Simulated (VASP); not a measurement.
Here is a VASP 6.6.1 calculation.

INCAR

```
  PREC = Accurate
  ENCUT = 520
  EDIFF = 1E-8
  ISMEAR = -1
  SIGMA = 0.02
  LREAL = False
  LASPH = True
  NELM = 80
  ALGO = Normal
  ISIF = 2
  LWAVE = False
  LCHARG = False
  LEFG = True
  NBANDS = 16
```

Contents of KPOINTS:

```
Automatic mesh
0
Gamma
  13 13 5
```

The input POSCAR:

```
BN
1.0
    2.5400000000      0.0000000000      0.0000000000
   -1.2700000000      2.1997045256      0.0000000000
    0.0000000000      0.0000000000      6.5980000000
B N
2 2
Direct
    0.3333333333      0.6666666667      0.2500000000
    0.6666666667      0.3333333333      0.7500000000
    0.3333333333      0.6666666667      0.7500000000
    0.6666666667      0.3333333333      0.2500000000
```

Potentials or basis: VASP PAW LDA potentials, release 64 (B, N).

Command:

```sh
$ cat potpaw_LDA.64/B/POTCAR potpaw_LDA.64/N/POTCAR > POTCAR
$ mpirun -np 1 vasp_std > vasp.out
```

Task: Predict the band gap on the k mesh.

Result: 4.01 eV, indirect (least direct gap 4.37 eV).

Task: What does it give for the pressure?

Result: -13.7 GPa.

Electric field gradients, principal values (V/Å²):
| atom | least | middle | greatest (by size) |
| --- | --- | --- | --- |
| 1 B | -17.047 | -17.047 | 34.095 |
| 2 B | -17.047 | -17.047 | 34.095 |
| 3 N | -0.883 | -0.885 | 1.768 |
| 4 N | -0.883 | -0.885 | 1.768 |

Caveat: without QUAD_EFG the Cq values of the log hold for a quadrupole moment of 1 mb, not for the nuclei. As with any semilocal functional, this LDA gap is likely too small.
